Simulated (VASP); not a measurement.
# Ti: single point with PBEsol

The system is Ti.

```xyz
1
Lattice="0.0000 2.0182 2.0182 2.0182 0.0000 2.0182 2.0182 2.0182 0.0000" Properties=species:S:1:pos:R:3 pbc="T T T"
Ti    0.0000    0.0000    0.0000
```

This cell differs from its parent crystal: volume scaled by 0.98.

```
Program             : VASP 6.6.1
Task                : single point
Functional          : PBEsol
Potentials or basis : VASP PAW PBE potentials, release 64 (Ti_sv)
Cutoff              : 520 eV
k mesh              : 20 × 20 × 20
Occupations         : fermi-dirac, width 0.15 eV
Spin                : no spin polarisation
```

- Pressure: 2.1 GPa
- Band gap on the k mesh: zero (band 6 reaches 9.60 eV, above the bottom of band 7 at 8.29 eV)

Levels at points of the mesh, in eV from the Fermi level:
```tsv
k point	band 4	band 5	band 6	band 7	band 8	band 9
(0.00, 0.00, 0.00)	-32.26	-6.23	0.91	0.91	0.91	2.67
(0.50, 0.00, 0.00)	-32.36	-2.72	0.78	0.78	0.79	3.84
(0.50, 0.50, 0.00)	-32.54	-2.78	-1.86	3.10	3.82	4.15
```

Run time: 15 s on 1 thread of Intel(R) Xeon(R) 6975P-C (Granite Rapids) (shared host), peak memory 0.17 GiB.

Caveat: the PAW data sets were made with another functional, which shifts forces and pressure a little.
